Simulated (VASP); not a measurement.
Write the native input for VASP 6.6.1 that does the following.

```yaml
Task: single point
Functional: PBE0
Potentials_or_basis: VASP PAW PBE potentials, release 64 (Cd, S)
Cutoff: 520 eV
k_mesh: 6 × 6 × 6
Occupations: fermi-dirac, width 0.05 eV
Spin: no spin polarisation
Dipole_correction: no
Grid_for_exact_exchange_PRECFOCK: Normal
Further_INCAR_settings: ALGO = Normal; EDIFF = 1e-06; NBANDS = 16
Share_of_exact_exchange: 0.25
```

CdS:

```
Cd S
1.0
     0.00000    2.91650    2.91650
     2.91650    0.00000    2.91650
     2.91650    2.91650    0.00000
Cd S
1 1
Direct
  0.00000 0.00000 0.00000
  0.75000 0.75000 0.75000
```

The input as run:

POSCAR

```
CdS
1.0
    0.0000000000      2.9165000000      2.9165000000
    2.9165000000      0.0000000000      2.9165000000
    2.9165000000      2.9165000000      0.0000000000
Cd S
1 1
Direct
    0.0000000000      0.0000000000      0.0000000000
    0.7500000000      0.7500000000      0.7500000000
```

INCAR.step1

```
  PREC = Accurate
  ENCUT = 520
  EDIFF = 1E-5
  ISMEAR = -1
  SIGMA = 0.05
  LREAL = F
  LASPH = T
  NELM = 60
  ALGO = Normal
  ISIF = 2
  LWAVE = T
  LCHARG = F
  GGA = PE
  NBANDS = 16
```

INCAR.step2

```
  PREC = Accurate
  ENCUT = 520
  EDIFF = 1E-6
  ISMEAR = -1
  SIGMA = 0.05
  LREAL = F
  LASPH = T
  NELM = 60
  ALGO = Normal
  ISIF = 2
  LWAVE = F
  LCHARG = F
  GGA = PE
  LHFCALC = T
  AEXX = 0.25
  PRECFOCK = Normal
  ISTART = 1
  NBANDS = 16
```

KPOINTS

```
regular mesh
0
Gamma
  6 6 6
```

Potentials or basis: VASP PAW PBE potentials, release 64 (Cd, S).

Run with:

```bash
$ cat potpaw_PBE.64/Cd/POTCAR potpaw_PBE.64/S/POTCAR > POTCAR
$ cp INCAR.step1 INCAR
$ mpirun -np 1 vasp_std > vasp.out
$ cp INCAR.step2 INCAR
$ mpirun -np 1 vasp_std > vasp.out
```

It gave:

| Property | Result |
| --- | --- |
| Pressure | 1.8 GPa |
| Band gap on the k mesh | 2.83 eV |

Caveat: the PAW data sets were made with another functional, which shifts forces and pressure a little.

Run time: 110 min on 1 thread of AMD EPYC 7R13 Processor (Zen 3) (shared host), peak memory 0.17 GiB.
